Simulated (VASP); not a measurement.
AlN, 2 atoms in the cell. The structure is cubic, space group F-43m (No. 216). The conventional cell has a = 4.369 Å, b = 4.369 Å, c = 4.369 Å, α = 90.00°, β = 90.00°, γ = 90.00°. Al (site symmetry -43m) has 4 N at 1.89 Å within 2.5 Å. N (site symmetry -43m) has 4 Al at 1.89 Å within 2.5 Å. 

```yaml
Program: VASP 6.6.1
Task: single point
Functional: r2SCAN
Potentials_or_basis: VASP PAW PBE potentials, release 64 (Al, N)
Cutoff: 660 eV
k_mesh: 10 × 10 × 10
Occupations: gaussian, width 0.02 eV
Spin: no spin polarisation
Dipole_correction: no
Further_INCAR_settings: ALGO = Normal; EDIFF = 1e-06; NBANDS = 11
```

Potentials or basis: VASP PAW PBE potentials, release 64 (Al, N).

The run is started by

```console
$ cat potpaw_PBE.64/Al/POTCAR potpaw_PBE.64/N/POTCAR > POTCAR
$ cp INCAR.step1 INCAR
$ mpirun -np 1 vasp_std > vasp.out
$ cp INCAR.step2 INCAR
$ mpirun -np 1 vasp_std > vasp.out
```

Hardware: 1 thread of Intel(R) Xeon(R) Platinum 8259CL CPU @ 2.50GHz (Skylake/Cascade Lake), on a shared host.

Task: Estimate the wall time of this run.

Result: Run time: 60 s on 1 thread of Intel(R) Xeon(R) Platinum 8259CL CPU @ 2.50GHz (Skylake/Cascade Lake), on a shared host, peak memory 0.16 GiB. Counts: k points 47.
